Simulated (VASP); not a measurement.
# Rh (P6/mmm) in VASP: relaxation of cell and atoms with PBE

Aim: the relaxation of cell and atoms of Rh with PBE.

Program: VASP 6.6.1. These are calculated values, not measurements. Logs are shortened: lines on timing, memory, paths and dates and some standing lists are left out, and cuts for length are marked.

## 1. The cell of the first run

Symmetry: P6/mmm, No. 191, hexagonal system. Conventional cell: a = 2.230 Å, b = 2.230 Å, c = 4.077 Å, α = 90.00°, β = 90.00°, γ = 120.00°. Rh (site symmetry -6m2) has 3 Rh at 1.29 Å within 1.7 Å.

The cell was generated, and may not be a known phase.

## 2. Relaxation of cell and atoms, PBE

INCAR

```
SYSTEM = Rh
PREC = Accurate
ENCUT = 620
EDIFF = 1E-7
ISMEAR = 0
SIGMA = 0.1
LREAL = .FALSE.
LASPH = .TRUE.
NELM = 120
ALGO = Normal
ISIF = 3
LWAVE = .FALSE.
LCHARG = .FALSE.
GGA = PE
IBRION = 2
NSW = 90
EDIFFG = -0.04
GGA_COMPAT = .FALSE.
NELMIN = 4
```

KPOINTS

```
Automatic mesh
0
G
  12 12 4
  0 0 0
```

POSCAR

```
Rh
1.0
    2.2298015700      0.0000000000      0.0000000000
   -1.1149007900      1.9310648100      0.0000000000
    0.0000000000      0.0000000000      4.0769766400
Rh
2
Direct
    0.3333333300      0.6666666700      0.5000000000
    0.6666666700      0.3333333300      0.5000000000
```

Potentials or basis: VASP PAW PBE potentials, release 64 (Rh_sv_GW).

On the command line:

```console
$ cat potpaw_PBE.64/Rh_sv_GW/POTCAR > POTCAR
$ mpirun -np 1 vasp_std > vasp.out
```

OUTCAR:

```text
SYSTEM = Rh
   PREC = Accurate
   ENCUT = 620
   EDIFF = 1E-7
   ISMEAR = 0
   LREAL = .FALSE.
   LASPH = .TRUE.
   NELM = 120
   ISIF = 3
   GGA = PE
   IBRION = 2
   NSW = 90
   EDIFFG = -0.04
   NELMIN = 4

 ion  position               nearest neighbor table
   1  0.333  0.667  0.500-   2 1.29   2 1.29   2 1.29   2 2.57   2 2.57   2 2.57
   2  0.667  0.333  0.500-   1 1.29   1 1.29   1 1.29   1 2.57   1 2.57   1 2.57

 -----------------------------------------------------------------------------
|                                                                             |
|           W    W    AA    RRRRR   N    N  II  N    N   GGGG   !!!           |
|           W    W   A  A   R    R  NN   N  II  NN   N  G    G  !!!           |
|           W    W  A    A  R    R  N N  N  II  N N  N  G       !!!           |
|           W WW W  AAAAAA  RRRRR   N  N N  II  N  N N  G  GGG   !            |
|           WW  WW  A    A  R   R   N   NN  II  N   NN  G    G                |
|           W    W  A    A  R    R  N    N  II  N    N   GGGG   !!!           |
|                                                                             |
|     The distance between some ions is very small. Please check the          |
|     nearest-neighbor list in the OUTCAR file.                               |
|     I HOPE YOU KNOW WHAT YOU ARE DOING!                                     |
|                                                                             |
 -----------------------------------------------------------------------------

  LATTYP: Found a hexagonal cell.
 ALAT       =     2.2298015700
 C/A-ratio  =     1.8284033408

  Lattice vectors:

 A1 = (   2.2298015700,   0.0000000000,   0.0000000000)
 A2 = (  -1.1149007900,   1.9310648100,   0.0000000000)
 A3 = (   0.0000000000,   0.0000000000,   4.0769766400)

Analysis of symmetry for initial positions (statically):
=====================================================================
 Subroutine PRICEL returns:
 Original cell was already a primitive cell.

 Routine SETGRP: Setting up the symmetry group for a
 hexagonal supercell.

 Subroutine GETGRP returns: Found 24 space group operations
 (whereof 24 operations were pure point group operations)
 out of a pool of 24 trial point group operations.

The static configuration has the point symmetry D_6h.

Analysis of symmetry for dynamics (positions and initial velocities):
=====================================================================
 Subroutine PRICEL returns:
 Original cell was already a primitive cell.

 Routine SETGRP: Setting up the symmetry group for a
 hexagonal supercell.

 Subroutine GETGRP returns: Found 24 space group operations
 (whereof 24 operations were pure point group operations)
 out of a pool of 24 trial point group operations.

The dynamic configuration has the point symmetry D_6h.

 Subroutine INISYM returns: Found 24 space group operations
 (whereof 24 operations are pure point group operations),
 and found     1 'primitive' translations

----------------------------------------------------------------------------------------

                                     Primitive cell

  volume of cell :      17.5550

  direct lattice vectors                    reciprocal lattice vectors
     2.229801570  0.000000000  0.000000000     0.448470399  0.258924506  0.000000000
    -1.114900790  1.931064810  0.000000000     0.000000000  0.517849010  0.000000000
     0.000000000  0.000000000  4.076976640     0.000000000  0.000000000  0.245279796

  length of vectors
     2.229801570  2.229801577  4.076976640     0.517849012  0.517849010  0.245279796

  position of ions in fractional coordinates (direct lattice)
     0.333333330  0.666666670  0.500000000
     0.666666670  0.333333330  0.500000000

  ion indices of the primitive-cell ions
   primitive index   ion index
                 1           1
                 2           2

----------------------------------------------------------------------------------------

 KPOINTS: Automatic mesh

Automatic generation of k-mesh.
 Grid dimensions read from file:
 generate k-points for:   12   12    4

 Generating k-lattice:

  Cartesian coordinates                     Fractional coordinates (reciprocal lattice)
     0.037372533  0.021577042  0.000000000     0.083333333  0.000000000  0.000000000
     0.000000000  0.043154084  0.000000000     0.000000000  0.083333333  0.000000000
     0.000000000  0.000000000  0.061319949     0.000000000  0.000000000  0.250000000

  Length of vectors
     0.043154084  0.043154084  0.061319949

  Shift w.r.t. Gamma in fractional coordinates (k-lattice)
     0.000000000  0.000000000  0.000000000

 Subroutine IBZKPT returns following result:
 ===========================================

 Found     57 irreducible k-points:

 Following reciprocal coordinates:
            Coordinates               Weight
  0.000000  0.000000  0.000000      1.000000
  0.083333  0.000000  0.000000      6.000000
  0.166667  0.000000  0.000000      6.000000
  0.250000  0.000000  0.000000      6.000000
  0.333333  0.000000  0.000000      6.000000
  0.416667 -0.000000  0.000000      6.000000
[... 16 lines left out ...]
  0.250000  0.000000  0.250000     12.000000
  0.333333  0.000000  0.250000     12.000000
 [... further k-points ...]
   k-points           NKPTS =     57   k-points in BZ     NKDIM =     57   number of bands    NBANDS=     21
   number of dos      NEDOS =    301   number of ions     NIONS =      2
   total plane-waves  NPLWV =  11664
   dimension x,y,z NGX =    18 NGY =   18 NGZ =   36
   dimension x,y,z NGXF=    36 NGYF=   36 NGZF=   72
   ions per type =               2
   NGX,Y,Z   is equivalent  to a cutoff of  13.42, 13.42, 14.68 a.u.
   NGXF,Y,Z  is equivalent  to a cutoff of  26.84, 26.84, 29.36 a.u.
 SYSTEM =  Rh
   PREC   = accura    normal or accurate (medium, high low for compatibility)
   ISTART =      0    job   : 0-new  1-cont  2-samecut
   ICHARG =      2    charge: 1-file 2-atom 10-const
   ISPIN  =      1    spin polarized calculation?
   LNONCOLLINEAR =      F non collinear calculations
   LSORBIT =      F    spin-orbit coupling
   LASPH  =      T    aspherical Exc in radial PAW
   ENCUT  =  620.0 eV  45.57 Ry    6.75 a.u.   4.53  4.53  8.28*2*pi/ulx,y,z
   NELM   =    120;   NELMIN=  4; NELMDL= -5     # of ELM steps
   EDIFF  = 0.1E-06   stopping-criterion for ELM
   LREAL  =      F    real-space projection
   EDIFFG = -.4E-01   stopping-criterion for IOM
   NSW    =     90    number of steps for IOM
   IBRION =      2    ionic relax: 0-MD 1-quasi-New 2-CG
   NFREE  =      1    steps in history (QN), initial steepest desc. (CG)
   ISIF   =      3    stress and relaxation
   ISYM   =      2    0-nonsym 1-usesym 2-fastsym
   POTIM  = 0.5000    time-step for ionic-motion
   TEBEG  =    0.0;   TEEND  =   0.0 temperature during run
   PSTRESS=    0.0 pullay stress
   NELECT =      34.0000    total number of electrons
   NUPDOWN=      -1.0000    fix difference up-down
   EMIN   =  10.00;   EMAX   =-10.00  energy-range for DOS
   EFERMI =   0.00;   METHOD = LEGACY
   ISMEAR =     0;   SIGMA  =   0.10  broadening in eV -4-tet -1-fermi 0-gaus
   EFERMI_NEDOS =   21; number of points for ismear=-14 and -15
   IALGO  =     38    algorithm
   IMIX   =      4    mixing-type and parameters
     AMIX     =   0.40;   BMIX     =  1.00
     AMIX_MAG =   1.60;   BMIX_MAG =  1.00
  volume/ion in A,a.u.               =       8.78        59.23
  Fermi-wavevector in a.u.,A,eV,Ry     =   2.040645  3.856259 56.657794  4.164230
  Thomas-Fermi vector in A             =   3.046054
   LORBIT       =      0    0 simple, 1 ext, 2 COOP (PROOUT), +10 PAW based schemes
   GGA     = PE    functional components
   LHFCALC =     F    Hartree Fock is set to
   AEXX    =    0.0000 exact exchange contribution
   IVDW    =     0    specifies the selected vdW correction
   LEPSILON=     F    determine dielectric tensor
   LRPA    =     F    only Hartree local field effects (RPA)
 conjugate gradient relaxation of ions
 non-spin polarized calculation
 Gauss-broadening in eV      SIGMA  =   0.10
  energy-cutoff  :      620.00
  volume of cell :       17.56
 maximum number of plane-waves:       647
   NGX =  9   NGY =  9   NGZ = 17

--------------------------------------- Ionic step        1  -------------------------------------------

 number of electron      34.0000007 magnetization

 Free energy of the ion-electron system (eV)
  ---------------------------------------------------
  ext. energy  EPLUGINS =         0.00000000
  ---------------------------------------------------
  free energy    TOTEN  =       203.66182410 eV

  energy without entropy =      203.66899167  energy(sigma->0) =      203.66540789

------------------------ aborting loop because EDIFF is reached ----------------------------------------

  FORCE on cell =-STRESS in cart. coord.  units (eV):
  Direction    XX          YY          ZZ          XY          YZ          ZX
  --------------------------------------------------------------------------------------
  -------------------------------------------------------------------------------------
  Total      618.8919460    618.8919492     -1.2019569     -0.0000016      0.0000000      0.0000000
  in kB    56483.8282340  56483.8285255   -109.6978636     -0.0001463      0.0000000      0.0000000
  external PRESSURE =   37619.3196320 kB  Pullay stress =       0.0000000 kB
[... 3015 lines left out ...]
     20      16.0937      0.00000
     21      19.0587      0.00000

 [... further k-points ...]

[... ionic steps 4 to 16 ...]

--------------------------------------- Ionic step       17  -------------------------------------------

 number of electron      33.9999917 magnetization

------------------------ aborting loop because EDIFF is reached ----------------------------------------

  FORCE on cell =-STRESS in cart. coord.  units (eV):
  Direction    XX          YY          ZZ          XY          YZ          ZX
  --------------------------------------------------------------------------------------
  -------------------------------------------------------------------------------------
  Total       -2.6564373     -2.6564374     -0.3570332      0.0000000     -0.0000000      0.0000000
  in kB     -145.1636074   -145.1636092    -19.5104297      0.0000009     -0.0000000      0.0000000
  external PRESSURE =    -103.2792155 kB  Pullay stress =       0.0000000 kB
[... 57 lines left out ...]
  energy  without entropy=       -2.8320071800  energy(sigma->0) =       -2.83599778

--------------------------------------- Ionic step       19  -------------------------------------------

 number of electron      33.9999909 magnetization

 Free energy of the ion-electron system (eV)
  ---------------------------------------------------
  ext. energy  EPLUGINS =         0.00000000
  ---------------------------------------------------
  free energy    TOTEN  =        -2.85585308 eV

  energy without entropy =       -2.84767044  energy(sigma->0) =       -2.85176176

 E-fermi :  10.6604     XC(G=0): -13.3087

 val. band max:       10.6561014775   @ k =   0.2500   0.2500   0.5000
 cond. band min:      10.6757432936   @ k =   0.0833   0.0000   0.0000
 fundamental gap:      0.0196418161
 Fermi energy:        10.6603974116

 k-point     1 :       0.0000    0.0000    0.0000
  band No.  band energies     occupation
      1     -69.8914      2.00000
      2     -68.6924      2.00000
      3     -38.6708      2.00000
      4     -38.6708      2.00000
      5     -37.0756      2.00000
      6     -36.2810      2.00000
[... 596 lines left out ...]
  FREE ENERGIE OF THE ION-ELECTRON SYSTEM (eV)
  ---------------------------------------------------
  free  energy   TOTEN  =        -2.8558530841 eV

  energy  without entropy=       -2.8476704431  energy(sigma->0) =       -2.85176176

 reached required accuracy - stopping structural energy minimisation
```

Wall time 8 min (1 thread of Intel Xeon Platinum 8259CL at 2.50GHz (Skylake/Cascade Lake), shared host); peak memory 0.17 GiB.

Results:

```yaml
Free_energy: -2.8559 eV
Relaxed_volume: 14.54 Å³/atom
Relaxed_cell: a = 3.541 Å, b = 3.541 Å, c = 2.679 Å, α = 90.00°, β = 90.00°, γ = 120.00°
Space_group_after_relaxing_to_0.1_Å: P6/mmm (No. 191)
Pressure_after_relaxing: -0.1 GPa
Band_gap_on_the_k_mesh: zero (bands 17 and 18 overlap by 3.27 eV)
```

Final structure:
```
CELL_PARAMETERS angstrom
3.54096 0.00000 0.00000
-1.77048 3.06656 0.00000
0.00000 0.00000 2.67890
ATOMIC_POSITIONS crystal
Rh 0.33333 0.66667 0.50000
Rh 0.66667 0.33333 0.50000
```

Caveat: the k points lie up to 0.59 Å⁻¹ apart in the final cell, too coarse for converged energies and pressures of a metal; the volume moved by over 15 % at a fixed basis, so the end points are rough.
